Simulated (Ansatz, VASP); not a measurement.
# Two plane-wave programs on HfSb2Au3

```
Hf Sb Au
1.0
     5.47809    0.00000    0.00000
    -2.73904    4.74416    0.00000
     0.00000    0.00000    5.24740
Hf Sb Au
1 2 3
Direct
  0.00000 0.00000 0.00000
  0.33333 0.66667 0.00000
  0.66667 0.33333 0.00000
  0.50000 0.00000 0.50000
  0.50000 0.50000 0.50000
  0.00000 0.50000 0.50000
```

Change from the starting cell: species swapped into the TbB2Ru3 type (P6/mmm, No. 191).

Alike in both runs: functional PBE; k mesh 12 × 12 × 8; occupations gaussian, width 0.1 eV; no spin polarisation.

Ansatz relaxed the structure, and its values are those at the end. VASP's run is a single point on that final structure, the one shown.

```csv
,VASP,Ansatz
version,VASP 6.6.1,Ansatz 0.2.0
potentials or method,"VASP PAW PBE potentials, release 64 (Hf_pv, Sb, Au), cutoff 520 eV","scalar-relativistic, plane waves, PAW"
valence electrons in the cell,53,113
```

Ansatz gave:

| Quantity | Value |
| --- | --- |
| gap on the k mesh at the Fermi level (eV) | none |
| pressure (GPa) | 0.0 |

Problem. Which values does VASP return?

Solution. gap on the k mesh at the Fermi level (eV): none; pressure (GPa): -0.3.

A gap of «none» marks a metal or a gap that the smearing closes. With one functional, cell and mesh, what is left measures potentials, basis and numerics. VASP's potentials hold 53 valence electrons a cell and Ansatz's 113, so a difference there can come from the potentials and not from the codes.

Spin-orbit coupling is off throughout.
